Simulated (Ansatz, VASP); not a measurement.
One calculation of Hg, two programs

```
CELL_PARAMETERS angstrom
2.78308 1.60681 4.08280
-2.78308 1.60681 4.08280
0.00000 -3.21362 4.08280
ATOMIC_POSITIONS crystal
Hg 0.00000 0.00000 0.00000
```

Alike in both runs: task single point; functional RPBE; k mesh 12 × 12 × 12; occupations fermi-dirac, width 0.1 eV; no spin polarisation.

```csv
,VASP,Ansatz
version,VASP 6.6.1,Ansatz 0.2.0
potentials or method,"VASP PAW PBE potentials, release 64 (Hg), cutoff 520 eV","plane waves (420 eV) with PAW, scalar-relativistic"
valence electrons in the cell,12,20
```

|  | VASP | Ansatz | Ansatz less VASP |
| --- | --- | --- | --- |
| pressure (GPa) | 0.0 | 0.0 | +0.02 |

VASP's potentials were made for PBE, not for RPBE. VASP's potentials hold 12 valence electrons a cell and Ansatz's 20, so a difference there can come from the potentials and not from the codes.

Neither program's run includes spin-orbit coupling.
